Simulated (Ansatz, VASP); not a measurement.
# TaN in VASP and in Ansatz

Contents of INCAR:

```
SYSTEM = TaN
PREC = Accurate ; ENCUT = 520
EDIFF = 1E-6 ; ISMEAR = 0
SIGMA = 0.15 ; LREAL = .False.
LASPH = .True. ; NELM = 60
ALGO = Normal ; ISIF = 2
LWAVE = .False. ; LCHARG = .True.
LELF = .True. ; LVHAR = .True.
NBANDS = 15
```

File KPOINTS:

```
regular mesh
0
Gamma
  18 18 18
  0 0 0
```

POSCAR

```
TaN
1.0
    0.0000000000      2.1738356505      2.1738356505
    2.1738356505      0.0000000000      2.1738356505
    2.1738356505      2.1738356505      0.0000000000
Ta N
1 1
Direct
    0.4989139126      0.5010860874      0.5010860874
    0.0140304995     -0.0140304995     -0.0140304995
```

Input for Ansatz:

```yaml
crystal:
  lattice:
    - [0.0, 2.1738356505, 2.1738356505]
    - [2.1738356505, 0.0, 2.1738356505]
    - [2.1738356505, 2.1738356505, 0.0]
  atoms:
    - { symbol: Ta, position: [0.4989139126, 0.5010860874, 0.5010860874] }
    - { symbol: "N", position: [0.0140304995, -0.0140304995, -0.0140304995] }
basis:
  ecutwfc: 520.0
kpoints:
  mp_grid: { grid: [18, 18, 18] }
hamiltonian:
  xc: lda
  pseudopotentials: { kind: paw, azcp: { folder: soft_1 } }
scf:
  occupations: { method: gaussian, width: 0.15 }
output:
  forces: true
  stress: true
  eigenvalues: true
```

Change from the starting cell: mode 4 frozen in at -0.061 Å and mode 6 at +0.000 Å (largest displacements).

Alike in both runs: task single point; functional LDA; k mesh 18 × 18 × 18; occupations gaussian, width 0.15 eV; no spin polarisation.

|  | VASP | Ansatz |
| --- | --- | --- |
| version | VASP 6.6.1 | Ansatz 0.2.0 |
| potentials or method | VASP PAW LDA potentials, release 64 (Ta_pv, N), cutoff 520 eV | scalar-relativistic, plane waves, PAW |
| valence electrons in the cell | 16 | 18 |

Ansatz gave:

- gap on the k mesh at the Fermi level (eV): none
- pressure (GPa): 0.7
- traceless stress, the component that is largest in VASP (GPa): 1.60
- rms of the force components (eV/Å): 0.341

Task: Which values does VASP return?

Result: gap on the k mesh at the Fermi level (eV): none; pressure (GPa): 3.0; traceless stress, the component that is largest in VASP (GPa): 1.62; rms of the force components (eV/Å): 0.346.

Ansatz warns that its potentials were made for another functional, while VASP's fit it. LDA's correlation is that of Perdew and Zunger in VASP and of Perdew and Wang (1992) in Ansatz. Atom by atom the forces differ by 0.005 eV/Å (rms over components). A gap of «none» marks a metal or a gap that the smearing closes. VASP's potentials hold 16 valence electrons a cell and Ansatz's 18, so a difference there can come from the potentials and not from the codes.

Neither program's run includes spin-orbit coupling.
